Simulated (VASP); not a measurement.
# Al7GeN8 (a cell with a defect) in VASP: relaxation of the atoms with PBE

Aim: the relaxation of the atoms of Al7GeN8 (a cell with a defect) with PBE.

Program: VASP 6.6.1. These are calculated values, not measurements. Logs are shortened: lines on timing, memory, paths and dates and some standing lists are left out, and cuts for length are marked.

## Step 1: The cell of the first run

The cell holds a defect, 16 atoms: a = 5.018 Å, b = 6.260 Å, c = 6.260 Å, α = 120.00°, β = 90.00°, γ = 90.00°.

## Step 2: Relaxation of the atoms, PBE, collinear spin

INCAR reads:

```
PREC = Accurate
ENCUT = 520
EDIFF = 1E-7
ISMEAR = 0
SIGMA = 0.01
LREAL = False
LASPH = True
NELM = 200
ALGO = Normal
ISIF = 2
LWAVE = False
LCHARG = False
ISPIN = 2
MAGMOM = 0.2 0 0 0 0 0 0 0 0.2 0 0 0 0.2 0.2 0 0.2
LORBIT = 11
GGA = PE
IBRION = 2
NSW = 65
EDIFFG = -0.025
GGA_COMPAT = False
NELMIN = 4
KPAR = 2
NCORE = 2
```

KPOINTS reads:

```
Automatic mesh
0
Gamma
  2 2 2
```

POSCAR reads:

```
Al7GeN8
1.0
    0.0000000000      0.0000000000      5.0179604226
   -3.1302455678      5.4217443637      0.0000000000
   -3.1302455678     -5.4217443637      0.0000000000
Ge Al N
1 7 8
Direct
    1.0205628035      0.1844120716      0.3425588937
    0.9992286462      0.6666666667      0.3333333333
    0.9992286462      0.1666666667      0.8333333333
    0.9992286462      0.6666666667      0.8333333333
    0.4992286462      0.8333333333      0.1666666667
    0.4992286462      0.3333333333      0.1666666667
    0.4992286462      0.8333333333      0.6666666667
    0.4992286462      0.3333333333      0.6666666667
    0.3909523565      0.1699884460      0.3450381574
    0.3807713538      0.6666666667      0.3333333333
    0.3807713538      0.1666666667      0.8333333333
    0.3807713538      0.6666666667      0.8333333333
    0.8816161571      0.8418925244      0.1714186520
    0.8696221302      0.3329319056      0.1635816388
    0.8807713538      0.8333333333      0.6666666667
    0.8699968015      0.3460552715      0.6697346179
```

Potentials or basis: VASP PAW PBE potentials, release 64 (Ge_d, Al, N).

Run with:

```bash
$ cat potpaw_PBE.64/Ge_d/POTCAR potpaw_PBE.64/Al/POTCAR potpaw_PBE.64/N/POTCAR > POTCAR
$ mpirun -np 4 vasp_std > vasp.out
```

OUTCAR:

```text
PREC = Accurate
   ENCUT = 520
   EDIFF = 1E-7
   ISMEAR = 0
   LREAL = False
   LASPH = True
   NELM = 200
   ISIF = 2
   ISPIN = 2
   LORBIT = 11
   GGA = PE
   IBRION = 2
   NSW = 65
   EDIFFG = -0.025
   NELMIN = 4

 ion  position               nearest neighbor table
   1  0.021  0.184  0.343-   9 1.86  16 1.93  14 1.93  13 1.98   8 2.98   6 2.98   4 3.05   2 3.05
                             5 3.06   3 3.13   3 3.14
   2  0.999  0.667  0.333-  15 1.90  10 1.91  13 1.92  14 1.92   1 3.05   5 3.09   5 3.09   7 3.09
                             6 3.09   6 3.09   7 3.09   3 3.13   3 3.13   4 3.13   4 3.13
   3  0.999  0.167  0.833-  15 1.90  14 1.90  11 1.91  16 1.97   8 3.09   8 3.09   6 3.09   6 3.09
                             7 3.09   7 3.09   2 3.13   2 3.13   4 3.13   4 3.13   1 3.13   1 3.14
   4  0.999  0.667  0.833-  16 1.86  15 1.90  12 1.91  13 1.93   1 3.05   7 3.09   7 3.09   8 3.09
                             5 3.09   5 3.09   8 3.09   3 3.13   3 3.13   2 3.13   2 3.13
   5  0.499  0.833  0.167-  10 1.90  12 1.90   9 1.91  13 1.92   1 3.06   2 3.09   2 3.09   4 3.09
                             4 3.09   8 3.13   8 3.13   6 3.13   7 3.13   6 3.13   7 3.13
   6  0.499  0.333  0.167-  14 1.86  11 1.90  10 1.90   9 1.93   1 2.98   2 3.09   3 3.09   2 3.09
                             3 3.09   7 3.13   7 3.13   5 3.13   5 3.13   8 3.13   8 3.13
   7  0.499  0.833  0.667-  12 1.90  11 1.90  10 1.90  15 1.91   4 3.09   4 3.09   2 3.09   2 3.09
                             3 3.09   3 3.09   6 3.13   6 3.13   5 3.13   8 3.13   5 3.13   8 3.13
   8  0.499  0.333  0.667-   9 1.83  16 1.86  11 1.90  12 1.90   1 2.98   3 3.09   3 3.09   4 3.09
                             4 3.09   5 3.13   5 3.13   7 3.13   6 3.13   7 3.13   6 3.13
   9  0.391  0.170  0.345-   8 1.83   1 1.86   5 1.91   6 1.93
  10  0.381  0.667  0.333-   5 1.90   6 1.90   7 1.90   2 1.91
  11  0.381  0.167  0.833-   8 1.90   7 1.90   6 1.90   3 1.91
  12  0.381  0.667  0.833-   7 1.90   5 1.90   8 1.90   4 1.91
  13  0.882  0.842  0.171-   5 1.92   2 1.92   4 1.93   1 1.98
  14  0.870  0.333  0.164-   6 1.86   3 1.90   2 1.92   1 1.93
  15  0.881  0.833  0.667-   4 1.90   3 1.90   2 1.90   7 1.91
  16  0.870  0.346  0.670-   4 1.86   8 1.86   1 1.93   3 1.97

  LATTYP: Found a hexagonal cell.
 ALAT       =     6.2604911357
 C/A-ratio  =     0.8015282370

  Lattice vectors:

 A1 = (  -3.1302455678,   5.4217443637,   0.0000000000)
 A2 = (  -3.1302455678,  -5.4217443637,   0.0000000000)
 A3 = (   0.0000000000,   0.0000000000,   5.0179604226)

Analysis of symmetry for initial positions (statically):
=====================================================================
 Subroutine PRICEL returns:
 Original cell was already a primitive cell.

 Routine SETGRP: Setting up the symmetry group for a
 hexagonal supercell.

 Subroutine GETGRP returns: Found  1 space group operations
 (whereof  1 operations were pure point group operations)
 out of a pool of 24 trial point group operations.

The static configuration has the point symmetry C_1 .

Analysis of symmetry for dynamics (positions and initial velocities):
=====================================================================
 Subroutine PRICEL returns:
 Original cell was already a primitive cell.

 Routine SETGRP: Setting up the symmetry group for a
 hexagonal supercell.

 Subroutine GETGRP returns: Found  1 space group operations
 (whereof  1 operations were pure point group operations)
 out of a pool of 24 trial point group operations.

The dynamic configuration has the point symmetry C_1 .

Analysis of structural, dynamic, and magnetic symmetry:
=====================================================================
 Subroutine PRICEL returns:
 Original cell was already a primitive cell.

 Routine SETGRP: Setting up the symmetry group for a
 hexagonal supercell.

 Subroutine GETGRP returns: Found  1 space group operations
 (whereof  1 operations were pure point group operations)
 out of a pool of 24 trial point group operations.

The overall configuration has the point symmetry C_1 .

 Subroutine INISYM returns: Found  1 space group operations
 (whereof  1 operations are pure point group operations),
 and found     1 'primitive' translations

----------------------------------------------------------------------------------------
[... 87 lines left out ...]
   number of dos      NEDOS =    301   number of ions     NIONS =     16
   total plane-waves  NPLWV =  92160
   dimension x,y,z NGX =    40 NGY =   48 NGZ =   48
   dimension x,y,z NGXF=    80 NGYF=   96 NGZF=   96
   ions per type =               1   7   8
   NGX,Y,Z   is equivalent  to a cutoff of  13.25, 12.75, 12.75 a.u.
   NGXF,Y,Z  is equivalent  to a cutoff of  26.50, 25.49, 25.49 a.u.
 SYSTEM =  unknown system
   PREC   = accura    normal or accurate (medium, high low for compatibility)
   ISTART =      0    job   : 0-new  1-cont  2-samecut
   ICHARG =      2    charge: 1-file 2-atom 10-const
   ISPIN  =      2    spin polarized calculation?
   LNONCOLLINEAR =      F non collinear calculations
   LSORBIT =      F    spin-orbit coupling
   LASPH  =      T    aspherical Exc in radial PAW
   ENCUT  =  520.0 eV  38.22 Ry    6.18 a.u.   9.33 11.64 11.64*2*pi/ulx,y,z
   NELM   =    200;   NELMIN=  4; NELMDL= -5     # of ELM steps
   EDIFF  = 0.1E-06   stopping-criterion for ELM
   LREAL  =      F    real-space projection
   EDIFFG = -.3E-01   stopping-criterion for IOM
   NSW    =     65    number of steps for IOM
   IBRION =      2    ionic relax: 0-MD 1-quasi-New 2-CG
   NFREE  =      1    steps in history (QN), initial steepest desc. (CG)
   ISIF   =      2    stress and relaxation
   ISYM   =      2    0-nonsym 1-usesym 2-fastsym
   POTIM  = 0.5000    time-step for ionic-motion
   TEBEG  =    0.0;   TEEND  =   0.0 temperature during run
   PSTRESS=    0.0 pullay stress
   NELECT =      75.0000    total number of electrons
   NUPDOWN=      -1.0000    fix difference up-down
   EMIN   =  10.00;   EMAX   =-10.00  energy-range for DOS
   EFERMI =   0.00;   METHOD = LEGACY
   ISMEAR =     0;   SIGMA  =   0.01  broadening in eV -4-tet -1-fermi 0-gaus
   EFERMI_NEDOS =   21; number of points for ismear=-14 and -15
   IALGO  =     38    algorithm
   IMIX   =      4    mixing-type and parameters
     AMIX     =   0.40;   BMIX     =  1.00
     AMIX_MAG =   1.60;   BMIX_MAG =  1.00
  volume/ion in A,a.u.               =      10.65        71.84
  Fermi-wavevector in a.u.,A,eV,Ry     =   1.245481  2.353617 21.105661  1.551222
  Thomas-Fermi vector in A             =   2.379701
   LORBIT       =     11    0 simple, 1 ext, 2 COOP (PROOUT), +10 PAW based schemes
   GGA     = PE    functional components
   LHFCALC =     F    Hartree Fock is set to
   AEXX    =    0.0000 exact exchange contribution
   IVDW    =     0    specifies the selected vdW correction
   LEPSILON=     F    determine dielectric tensor
   LRPA    =     F    only Hartree local field effects (RPA)
 conjugate gradient relaxation of ions
 spin polarized calculation
 Gauss-broadening in eV      SIGMA  =   0.01
  energy-cutoff  :      520.00
  volume of cell :      170.32
 maximum number of plane-waves:      4596
 NGX is ok and might be reduce to    40
   NGX = 19   NGY = 23   NGZ = 23

--------------------------------------- Ionic step        1  -------------------------------------------

 number of electron      74.9999997 magnetization       0.0001549

 number of electron      74.9999997 magnetization      -0.0000492

 Free energy of the ion-electron system (eV)
  ---------------------------------------------------
  ext. energy  EPLUGINS =         0.00000000
  ---------------------------------------------------
  free energy    TOTEN  =      -114.65010383 eV

  energy without entropy =     -114.65008905  energy(sigma->0) =     -114.65009644

------------------------ aborting loop because EDIFF is reached ----------------------------------------

  FORCE on cell =-STRESS in cart. coord.  units (eV):
  Direction    XX          YY          ZZ          XY          YZ          ZX
  --------------------------------------------------------------------------------------
  -------------------------------------------------------------------------------------
  Total        6.0712942      4.1075111      7.6778869      0.3651493     -0.1918744     -0.4657957
  in kB       57.1106613     38.6380018     72.2233484      3.4348390     -1.8048989     -4.3815867
  external PRESSURE =      55.9906705 kB  Pullay stress =       0.0000000 kB
[... 131 lines left out ...]
  FREE ENERGIE OF THE ION-ELECTRON SYSTEM (eV)
  ---------------------------------------------------
  free  energy   TOTEN  =      -114.9266978715 eV

  energy  without entropy=     -114.9266490214  energy(sigma->0) =     -114.92667345

[... ionic steps 4 to 16 ...]

--------------------------------------- Ionic step       17  -------------------------------------------

 number of electron      75.0000005 magnetization       0.0000000

 number of electron      75.0000005 magnetization      -0.0000000
[... 101 lines left out ...]
 number of electron      75.0000006 magnetization       0.0000000

 number of electron      75.0000006 magnetization      -0.0000000

 Free energy of the ion-electron system (eV)
  ---------------------------------------------------
  ext. energy  EPLUGINS =         0.00000000
  ---------------------------------------------------
  free energy    TOTEN  =      -115.06561675 eV

  energy without entropy =     -115.06561675  energy(sigma->0) =     -115.06561675

 E-fermi :  10.1296     XC(G=0): -11.0217

 val. band max:       10.0797107193   @ k =   0.5000   0.5000   0.0000
 cond. band min:      10.5274145579   @ k =   0.0000   0.0000   0.5000
 fundamental gap:      0.4477038387
 Fermi energy:        10.1296154151

 spin component 1

 k-point     1 :       0.0000    0.0000    0.0000
  band No.  band energies     occupation
      1     -16.7385      1.00000
      2     -16.7281      1.00000
      3     -16.7040      1.00000
      4     -16.6659      1.00000
      5     -16.6520      1.00000
      6      -9.3146      1.00000
[... 389 lines left out ...]
     46      12.8522      0.00000
     47      14.2724      0.00000
 Fermi energy:        10.1296154151

 spin component 2

 k-point     1 :       0.0000    0.0000    0.0000
  band No.  band energies     occupation
      1     -16.7385      1.00000
      2     -16.7281      1.00000
      3     -16.7040      1.00000
      4     -16.6659      1.00000
      5     -16.6520      1.00000
      6      -9.3146      1.00000
[... 432 lines left out ...]
  FREE ENERGIE OF THE ION-ELECTRON SYSTEM (eV)
  ---------------------------------------------------
  free  energy   TOTEN  =      -115.0656167457 eV

  energy  without entropy=     -115.0656167457  energy(sigma->0) =     -115.06561675

 reached required accuracy - stopping structural energy minimisation

 total charge

# of ion       s       p       d       tot
------------------------------------------
    1        1.171   1.073  10.187  12.431
    2        0.366   0.434   0.000   0.800
    3        0.374   0.460   0.000   0.834
    4        0.366   0.434   0.000   0.800
    5        0.365   0.435   0.000   0.800
    6        0.365   0.439   0.000   0.804
[... 8 lines left out ...]
   15        1.222   2.632   0.000   3.854
   16        1.257   2.583   0.000   3.841
--------------------------------------------------
tot         13.617  25.023  10.187  48.827

 magnetization (x)

# of ion       s       p       d       tot
------------------------------------------
    1        0.000   0.000   0.000   0.000
    2       -0.000  -0.000   0.000  -0.000
    3       -0.000  -0.000   0.000  -0.000
    4       -0.000  -0.000   0.000  -0.000
    5       -0.000  -0.000   0.000  -0.000
    6        0.000   0.000   0.000   0.000
[... 8 lines left out ...]
   15       -0.000  -0.000   0.000  -0.000
   16       -0.000  -0.000   0.000  -0.000
--------------------------------------------------
tot         -0.000   0.000   0.000  -0.000
```

Wall time 19 min (4 MPI ranks of Intel Xeon Platinum 8259CL at 2.50GHz (Skylake/Cascade Lake), shared host); peak memory 0.26 GiB.

What came out:

* Free energy: -115.0656 eV
* Energy gained by relaxing: 26.0 meV/atom
* Ionic steps: 19
* Pressure after relaxing: 6.1 GPa
* Largest force after relaxing: 0.022 eV/Å
* Net moment: 0.00 μB per cell
* Valence electrons inside the program's atomic spheres: Ge 12.43; Al 0.80, 0.83 (each value once); N 3.82, 3.86, 3.84, 3.85 (each value once)

Forces on the atoms (eV/Å):
```
Ge  -0.006  0.009 -0.005
Al   0.006  0.003  0.007
Al  -0.008  0.008 -0.003
Al  -0.003 -0.002  0.008
Al  -0.010  0.001  0.005
Al  -0.001 -0.002 -0.020
Al   0.008 -0.003  0.004
Al   0.010  0.010 -0.017
N   -0.009 -0.002  0.011
N    0.002  0.000  0.006
N    0.003 -0.004  0.009
N   -0.005  0.001  0.003
N    0.006 -0.001 -0.008
N   -0.002 -0.002  0.004
N    0.008 -0.006 -0.007
N    0.000 -0.010  0.003
```

Stress tensor (GPa, compression positive):
```
 4.29  1.67  1.22
 1.67  6.22 -0.70
 1.22 -0.70  7.67
```

Step by step:
```
step  energy change (eV)  largest force (eV/Å)  pressure (GPa)
   1              0.0000                1.8318            5.60
   2             -0.2642                0.8858            5.52
   3             -0.2766                0.8285            5.49
   4             -0.3296                0.3400            5.61
   5             -0.3314                0.3766            5.91
   6             -0.3385                0.5209            5.80
   7             -0.3771                0.4058            6.20
   8             -0.3789                0.3577            6.22
   9             -0.3972                0.3125            6.30
  10             -0.3973                0.3062            6.29
  11             -0.4071                0.1761            6.22
  12             -0.4072                0.1875            6.21
  13             -0.4113                0.1191            6.14
  14             -0.4114                0.1209            6.13
  15             -0.4140                0.0797            6.09
  16             -0.4143                0.0936            6.08
  17             -0.4153                0.0451            6.06
  18             -0.4153                0.0457            6.06
  19             -0.4155                0.0220            6.06
```

Final structure:
```yaml
crystal:
  lattice:
    - [0.00000, 0.00000, 5.01796]
    - [-3.13025, 5.42174, 0.00000]
    - [-3.13025, -5.42174, 0.00000]
  atoms:
    - { symbol: Ge, position: [0.00676, 0.19058, 0.34558] }
    - { symbol: Al, position: [0.00105, 0.67045, 0.33416] }
    - { symbol: Al, position: [0.99581, 0.16107, 0.83082] }
    - { symbol: Al, position: [0.00106, 0.67039, 0.83690] }
    - { symbol: Al, position: [0.50596, 0.82973, 0.16512] }
    - { symbol: Al, position: [0.49789, 0.33461, 0.15943] }
    - { symbol: Al, position: [0.49596, 0.82958, 0.66511] }
    - { symbol: Al, position: [0.49790, 0.33454, 0.67584] }
    - { symbol: N, position: [0.40980, 0.16510, 0.33282] }
    - { symbol: N, position: [0.37960, 0.66659, 0.33247] }
    - { symbol: N, position: [0.37145, 0.15902, 0.82983] }
    - { symbol: N, position: [0.37964, 0.66645, 0.83464] }
    - { symbol: N, position: [0.88879, 0.84397, 0.17230] }
    - { symbol: N, position: [0.87106, 0.34483, 0.15061] }
    - { symbol: N, position: [0.87656, 0.83025, 0.66545] }
    - { symbol: N, position: [0.87114, 0.34476, 0.69457] }
```

Levels at points of the mesh, in eV from the Fermi level:
Spin up:
```tsv
k point	band 34	band 35	band 36	band 37	band 38	band 39	band 40	band 41
(0.00, 0.00, 0.00)	-4.82	-4.34	-4.33	-4.17	-1.27	0.55	0.96	1.28
(0.50, 0.00, 0.00)	-4.78	-4.68	-4.68	-4.66	-0.73	0.43	0.80	0.87
(0.00, 0.50, 0.00)	-4.70	-4.60	-4.59	-4.50	-0.14	1.36	1.42	1.86
(0.00, 0.00, 0.50)	-4.64	-4.60	-4.59	-4.54	0.40	1.10	1.39	1.95
(0.00, 0.50, 0.50)	-4.64	-4.60	-4.59	-4.54	0.40	1.10	1.39	1.95
(0.50, 0.50, 0.00)	-5.18	-5.14	-5.12	-5.05	-0.05	1.57	2.04	2.17
(0.50, 0.00, 0.50)	-5.17	-5.14	-5.10	-5.05	0.41	1.32	1.96	2.29
(0.50, 0.50, 0.50)	-5.17	-5.14	-5.10	-5.05	0.41	1.32	1.96	2.29
```
Spin down:
```tsv
k point	band 34	band 35	band 36	band 37	band 38	band 39	band 40	band 41
(0.00, 0.00, 0.00)	-4.82	-4.34	-4.33	-4.17	-1.27	0.55	0.96	1.28
(0.50, 0.00, 0.00)	-4.78	-4.68	-4.68	-4.66	-0.73	0.43	0.80	0.87
(0.00, 0.50, 0.00)	-4.70	-4.60	-4.59	-4.50	-0.14	1.36	1.42	1.86
(0.00, 0.00, 0.50)	-4.64	-4.60	-4.59	-4.54	0.40	1.10	1.39	1.95
(0.00, 0.50, 0.50)	-4.64	-4.60	-4.59	-4.54	0.40	1.10	1.39	1.95
(0.50, 0.50, 0.00)	-5.18	-5.14	-5.12	-5.05	-0.05	1.57	2.04	2.17
(0.50, 0.00, 0.50)	-5.17	-5.14	-5.10	-5.05	0.41	1.32	1.96	2.29
(0.50, 0.50, 0.50)	-5.17	-5.14	-5.10	-5.05	0.41	1.32	1.96	2.29
```

Caveat: the k points lie up to 0.63 Å⁻¹ apart.
